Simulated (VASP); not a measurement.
# TePb (Fm-3m) in VASP: further runs

TePb is run at these levels: r2SCAN, r2SCAN0, r2SCANh; tasks: single point.

Everything below comes from runs of VASP 6.6.1. Logs are shortened: lines on timing, memory, paths and dates and some standing lists are left out, and cuts for length are marked.

**1. The cell of the first run**

It takes space group Fm-3m (No. 225, cubic). The conventional cell has a = 6.505 Å, b = 6.505 Å, c = 6.505 Å, α = 90.00°, β = 90.00°, γ = 90.00°. Within 4.3 Å of Pb (site symmetry m-3m) lie 6 Te at 3.25 Å. Within 4.3 Å of Te (site symmetry m-3m) lie 6 Pb at 3.25 Å.

**2. Single point, r2SCAN, non-collinear spin, zero start, spin-orbit coupling**

Input file POSCAR:

```
TePb
1.0
    0.0000000000      3.2523979746      3.2523979746
    3.2523979746      0.0000000000      3.2523979746
    3.2523979746      3.2523979746      0.0000000000
Pb Te
1 1
Direct
    0.0000000000      0.0000000000      0.0000000000
    0.5000000000      0.5000000000      0.5000000000
```

Input file INCAR.step1:

```
SYSTEM = TePb
PREC     = Accurate       ! precision mode
ENCUT    = 520            ! plane-wave cutoff, eV
ISMEAR   = -1             ! smearing method
SIGMA    = 0.05           ! smearing width, eV
LREAL    = .FALSE.        ! projectors in reciprocal space
LASPH    = .TRUE.         ! aspherical terms in the spheres
NELM     = 150            ! most SCF steps
LNONCOLLINEAR= .TRUE.         ! non-collinear magnetism
MAGMOM   = 0 0 0 0 0 0    ! initial moments
LSORBIT  = .TRUE.         ! spin-orbit coupling
GGA_COMPAT= .FALSE.      
NBANDS   = 32             ! bands
GGA      = PE             ! functional
ALGO     = Normal         ! electronic algorithm
EDIFF    = 1E-4           ! SCF threshold, eV
LWAVE    = .TRUE.         ! write WAVECAR
LCHARG   = .FALSE.        ! write CHGCAR
```

Input file INCAR.step2:

```
SYSTEM = TePb
PREC     = Accurate       ! precision mode
ENCUT    = 520            ! plane-wave cutoff, eV
EDIFF    = 1E-6           ! SCF threshold, eV
ISMEAR   = -1             ! smearing method
SIGMA    = 0.05           ! smearing width, eV
LREAL    = .FALSE.        ! projectors in reciprocal space
LASPH    = .TRUE.         ! aspherical terms in the spheres
NELM     = 150            ! most SCF steps
ALGO     = Normal         ! electronic algorithm
ISIF     = 2              ! what is computed and relaxed
LWAVE    = .FALSE.        ! write WAVECAR
LCHARG   = .FALSE.        ! write CHGCAR
LNONCOLLINEAR= .TRUE.         ! non-collinear magnetism
MAGMOM   = 0 0 0 0 0 0    ! initial moments
LORBIT   = 11             ! projections on sites
LSORBIT  = .TRUE.         ! spin-orbit coupling
GGA_COMPAT= .FALSE.      
LORBMOM  = .TRUE.       
METAGGA  = R2SCAN         ! meta-GGA
LMIXTAU  = .TRUE.       
NBANDS   = 32             ! bands
ISTART   = 1
```

Input file KPOINTS:

```
regular mesh
0
G
  7 7 7
  0 0 0
```

Potentials or basis: VASP PAW PBE potentials, release 64 (Pb_d, Te).

On the command line:

```
cat potpaw_PBE.64/Pb_d/POTCAR potpaw_PBE.64/Te/POTCAR > POTCAR
cp INCAR.step1 INCAR
mpirun -np 1 vasp_ncl > vasp.out
cp INCAR.step2 INCAR
mpirun -np 1 vasp_ncl > vasp.out
```

OUTCAR:

```text
SYSTEM = TePb
   PREC = Accurate
   ENCUT = 520
   EDIFF = 1E-6
   ISMEAR = -1
   LREAL = .FALSE.
   LASPH = .TRUE.
   NELM = 150
   ISIF = 2
   LNONCOLLINEAR = .TRUE.
   LORBIT = 11
   LSORBIT = .TRUE.
   METAGGA = R2SCAN
   ISTART = 1

 ion  position               nearest neighbor table
   1  0.000  0.000  0.000-   2 3.25   2 3.25   2 3.25   2 3.25   2 3.25   2 3.25
   2  0.500  0.500  0.500-   1 3.25   1 3.25   1 3.25   1 3.25   1 3.25   1 3.25

  LATTYP: Found a face centered cubic cell.
 ALAT       =     6.5047959492

  Lattice vectors:

 A1 = (   0.0000000000,   3.2523979746,   3.2523979746)
 A2 = (   3.2523979746,   0.0000000000,   3.2523979746)
 A3 = (   3.2523979746,   3.2523979746,   0.0000000000)

Analysis of symmetry for initial positions (statically):
=====================================================================
 Subroutine PRICEL returns:
 Original cell was already a primitive cell.

 Routine SETGRP: Setting up the symmetry group for a
 face centered cubic supercell.

 Subroutine GETGRP returns: Found 48 space group operations
 (whereof 48 operations were pure point group operations)
 out of a pool of 48 trial point group operations.

The static configuration has the point symmetry O_h .

Analysis of symmetry for dynamics (positions and initial velocities):
=====================================================================
 Subroutine PRICEL returns:
 Original cell was already a primitive cell.

 Routine SETGRP: Setting up the symmetry group for a
 face centered cubic supercell.

 Subroutine GETGRP returns: Found 48 space group operations
 (whereof 48 operations were pure point group operations)
 out of a pool of 48 trial point group operations.

The dynamic configuration has the point symmetry O_h .

Analysis of structural, dynamic, and magnetic symmetry:
=====================================================================
 Subroutine PRICEL returns:
 Original cell was already a primitive cell.

 Routine SETGRP: Setting up the symmetry group for a
 face centered cubic supercell.

 Subroutine GETGRP returns: Found 48 space group operations
 (whereof 48 operations were pure point group operations)
 out of a pool of 48 trial point group operations.

The overall configuration has the point symmetry O_h .

 Subroutine INISYM returns: Found 48 space group operations
 (whereof 48 operations are pure point group operations),
 and found     1 'primitive' translations

----------------------------------------------------------------------------------------

                                     Primitive cell

  volume of cell :      68.8083

  direct lattice vectors                    reciprocal lattice vectors
     0.000000000  3.252397975  3.252397975    -0.153732724  0.153732724  0.153732724
     3.252397975  0.000000000  3.252397975     0.153732724 -0.153732724  0.153732724
     3.252397975  3.252397975  0.000000000     0.153732724  0.153732724 -0.153732724

  length of vectors
     4.599585326  4.599585326  4.599585326     0.266272889  0.266272889  0.266272889

  position of ions in fractional coordinates (direct lattice)
     0.000000000  0.000000000  0.000000000
     0.500000000  0.500000000  0.500000000

  ion indices of the primitive-cell ions
   primitive index   ion index
                 1           1
                 2           2

----------------------------------------------------------------------------------------

 KPOINTS: regular mesh

Automatic generation of k-mesh.
 Grid dimensions read from file:
 generate k-points for:    7    7    7

 Generating k-lattice:

  Cartesian coordinates                     Fractional coordinates (reciprocal lattice)
    -0.021961818  0.021961818  0.021961818     0.142857143  0.000000000  0.000000000
     0.021961818 -0.021961818  0.021961818     0.000000000  0.142857143  0.000000000
     0.021961818  0.021961818 -0.021961818     0.000000000  0.000000000  0.142857143

  Length of vectors
     0.038038984  0.038038984  0.038038984

  Shift w.r.t. Gamma in fractional coordinates (k-lattice)
     0.000000000  0.000000000  0.000000000

 Subroutine IBZKPT returns following result:
 ===========================================
[... 68 lines left out ...]
   METAGGA = R2SCAN    functional components
   LHFCALC =     F    Hartree Fock is set to
   AEXX    =    0.0000 exact exchange contribution
   IVDW    =     0    specifies the selected vdW correction
   LEPSILON=     F    determine dielectric tensor
   LRPA    =     F    only Hartree local field effects (RPA)
  energy-cutoff  :      520.00
  volume of cell :       68.81
 maximum number of plane-waves:      3736
 NGX is ok and might be reduce to    36
   NGX = 17   NGY = 17   NGZ = 17

 number of electron      20.0000003 magnetization      -0.0000000     -0.0000000      0.0000000

 number of electron      20.0000003 magnetization      -0.0000000      0.0000000      0.0000000

 number of electron      20.0000003 magnetization       0.0000000      0.0000000      0.0000000

 Free energy of the ion-electron system (eV)
  ---------------------------------------------------
  ext. energy  EPLUGINS =         0.00000000
  ---------------------------------------------------
  free energy    TOTEN  =       -83.20270885 eV

  energy without entropy =      -83.20252772  energy(sigma->0) =      -83.20261828

 E-fermi :   5.4810     XC(G=0):  -9.7186

 val. band max:        5.2200978631   @ k =   0.4286   0.0000   0.0000
 cond. band min:       5.7355925079   @ k =   0.4286   0.0000   0.0000
 fundamental gap:      0.5154946448
 Fermi energy:         5.4810131205

 k-point     1 :       0.0000    0.0000    0.0000
  band No.  band energies     occupation
      1     -13.5302      1.00000
      2     -13.5302      1.00000
      3     -13.5302      1.00000
      4     -13.5302      1.00000
      5     -10.9645      1.00000
      6     -10.9645      1.00000
[... 689 lines left out ...]
     31      16.0803      0.00000
     32      16.0803      0.00000

------------------------ aborting loop because EDIFF is reached ----------------------------------------

  FORCE on cell =-STRESS in cart. coord.  units (eV):
  Direction    XX          YY          ZZ          XY          YZ          ZX
  --------------------------------------------------------------------------------------
  -------------------------------------------------------------------------------------
  Total        0.2100370      0.2100370      0.2100370      0.0000000      0.0000000     -0.0000000
  in kB        4.8906354      4.8906354      4.8906354      0.0000000      0.0000000     -0.0000000
  external PRESSURE =       4.8906354 kB  Pullay stress =       0.0000000 kB

 VOLUME and BASIS-vectors are now :
 -----------------------------------------------------------------------------
  energy-cutoff  :      520.00
  volume of cell :       68.81
      direct lattice vectors                 reciprocal lattice vectors
     0.000000000  3.252397975  3.252397975    -0.153732724  0.153732724  0.153732724
     3.252397975  0.000000000  3.252397975     0.153732724 -0.153732724  0.153732724
     3.252397975  3.252397975  0.000000000     0.153732724  0.153732724 -0.153732724

 POSITION                                       TOTAL-FORCE (eV/Angst)
 -----------------------------------------------------------------------------------
      0.00000      0.00000      0.00000         0.000000      0.000000      0.000000
      3.25240      3.25240      3.25240        -0.000000     -0.000000     -0.000000
 -----------------------------------------------------------------------------------
    total drift:                               -0.000000      0.000000      0.000000

  FREE ENERGIE OF THE ION-ELECTRON SYSTEM (eV)
  ---------------------------------------------------
  free  energy   TOTEN  =       -83.2027088475 eV

  energy  without entropy=      -83.2025277177  energy(sigma->0) =      -83.20261828

 orbital moment (x)

 # of ion     p       d       tot
 ----------------------------------------
  1         0.000   0.000   0.000
  2         0.000   0.000   0.000
 ----------------------------------------
            0.000   0.000   0.000

 orbital moment (y)

 # of ion     p       d       tot
 ----------------------------------------
  1         0.000  -0.000  -0.000
  2         0.000   0.000   0.000
 ----------------------------------------
            0.000  -0.000  -0.000

 orbital moment (z)

 # of ion     p       d       tot
 ----------------------------------------
  1         0.000  -0.000  -0.000
  2         0.000   0.000   0.000
 ----------------------------------------
            0.000  -0.000  -0.000

 Spin-Orbit-Coupling matrix elements

 Ion:    1  E_soc:     -0.8414101
 l=   1
     0.0000000    -0.0750685    -0.0750685
    -0.0750685     0.0000000    -0.0750685
    -0.0750685    -0.0750685     0.0000000
 l=   2
     0.0000000    -0.0130260     0.0000000    -0.0130260    -0.0521406
    -0.0130260     0.0000000    -0.0391054    -0.0130260    -0.0130351
     0.0000000    -0.0391054     0.0000000    -0.0391054     0.0000000
    -0.0130260    -0.0130260    -0.0391054     0.0000000    -0.0130351
    -0.0521406    -0.0130351     0.0000000    -0.0130351     0.0000000
 l=   3
     0.0000000     0.0000000     0.0000000     0.0000000     0.0000000     0.0000000     0.0000000
     0.0000000     0.0000000     0.0000000     0.0000000     0.0000000     0.0000000     0.0000000
     0.0000000     0.0000000     0.0000000     0.0000000     0.0000000     0.0000000     0.0000000
     0.0000000     0.0000000     0.0000000     0.0000000     0.0000000     0.0000000     0.0000000
     0.0000000     0.0000000     0.0000000     0.0000000     0.0000000     0.0000000     0.0000000
     0.0000000     0.0000000     0.0000000     0.0000000     0.0000000     0.0000000     0.0000000
     0.0000000     0.0000000     0.0000000     0.0000000     0.0000000     0.0000000     0.0000000

 Ion:    2  E_soc:     -0.1984388
 l=   1
     0.0000000    -0.0331025    -0.0331025
    -0.0331025     0.0000000    -0.0331025
    -0.0331025    -0.0331025     0.0000000
 l=   2
     0.0000000    -0.0000084     0.0000000    -0.0000084     0.0000378
    -0.0000084     0.0000000     0.0000284    -0.0000084     0.0000095
     0.0000000     0.0000284     0.0000000     0.0000284     0.0000000
    -0.0000084    -0.0000084     0.0000284     0.0000000     0.0000095
     0.0000378     0.0000095     0.0000000     0.0000095     0.0000000
 l=   3
     0.0000000     0.0000000     0.0000000     0.0000000     0.0000000     0.0000000     0.0000000
     0.0000000     0.0000000     0.0000000     0.0000000     0.0000000     0.0000000     0.0000000
     0.0000000     0.0000000     0.0000000     0.0000000     0.0000000     0.0000000     0.0000000
     0.0000000     0.0000000     0.0000000     0.0000000     0.0000000     0.0000000     0.0000000
     0.0000000     0.0000000     0.0000000     0.0000000     0.0000000     0.0000000     0.0000000
     0.0000000     0.0000000     0.0000000     0.0000000     0.0000000     0.0000000     0.0000000
     0.0000000     0.0000000     0.0000000     0.0000000     0.0000000     0.0000000     0.0000000

 total charge

# of ion       s       p       d       tot
------------------------------------------
    1        1.450   0.577   9.826  11.852
    2        1.377   2.034   0.018   3.428
--------------------------------------------------
tot          2.827   2.611   9.843  15.281

 magnetization (x)

# of ion       s       p       d       tot
------------------------------------------
    1        0.000   0.000   0.000   0.000
    2       -0.000   0.000   0.000  -0.000
--------------------------------------------------
tot         -0.000   0.000   0.000  -0.000

 magnetization (y)

# of ion       s       p       d       tot
------------------------------------------
    1        0.000   0.000   0.000   0.000
    2        0.000  -0.000   0.000  -0.000
--------------------------------------------------
tot          0.000  -0.000   0.000  -0.000

 magnetization (z)

# of ion       s       p       d       tot
------------------------------------------
    1        0.000   0.000   0.000   0.000
    2        0.000   0.000   0.000   0.000
--------------------------------------------------
tot          0.000   0.000   0.000   0.000
```

Run time: 17 min. Hardware: 1 thread of Intel Xeon 8259CL, shared host; peak memory 0.5 GiB.

What came out:

| Item | Value |
| --- | --- |
| Free energy | -83.2027 eV |
| Pressure | 0.5 GPa |
| Net moment | 0.00 μB per cell |
| Valence electrons inside the program's atomic spheres | Pb 11.85; Te 3.43 |

Moments on the atoms (μB; x, y, z):
```
Pb  0.00 0.00 0.00
Te  0.00 0.00 0.00
```

Caveat: this odd mesh misses L, so gap, dielectric constants and Born charges aren't listed; the PAW data sets were made with another functional, which shifts forces and pressure a little.

(Continued in part 2 of 2.)
